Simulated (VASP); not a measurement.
Input of a VASP 6.6.1 run:

File INCAR:

```
SYSTEM = Ba
PREC     = Accurate       ! precision mode
ENCUT    = 520            ! plane-wave cutoff, eV
EDIFF    = 1E-6           ! SCF threshold, eV
ISMEAR   = 0              ! smearing method
SIGMA    = 0.15           ! smearing width, eV
LREAL    = .False.        ! projectors in reciprocal space
LASPH    = .True.         ! aspherical terms in the spheres
NELM     = 100            ! most SCF steps
ALGO     = Fast           ! electronic algorithm
ISIF     = 2              ! what is computed and relaxed
LWAVE    = .False.        ! write WAVECAR
LCHARG   = .False.        ! write CHGCAR
GGA      = PE             ! functional
NBANDS   = 11             ! bands
```

File KPOINTS:

```
Automatic mesh
0
Gamma
  16 16 16
  0 0 0
```

File POSCAR:

```
Ba
1.0
   -2.1839511618      2.1839511618      3.2759267428
    2.1839511618     -2.1839511618      3.2759267428
    2.1839511618      2.1839511618     -3.2759267428
Ba
1
Direct
    0.0000000000      0.0000000000      0.0000000000
```

Potentials or basis: VASP PAW PBE potentials, release 64 (Ba_sv).

Run with:

```sh
$ cat potpaw_PBE.64/Ba_sv/POTCAR > POTCAR
$ mpirun -np 1 vasp_std > vasp.out
```

Q: Predict the pressure.

A: 0.3 GPa.

Q: Predict the band gap on the k mesh.

A: Zero (band 5 reaches 1.87 eV, above the bottom of band 6 at 1.50 eV).

Stress tensor (GPa, compression positive):
```
0.34 0.00 0.00
0.00 0.34 0.00
0.00 0.00 0.11
```

Caveat: spin-orbit coupling is left out, which moves the levels of the heavy elements.
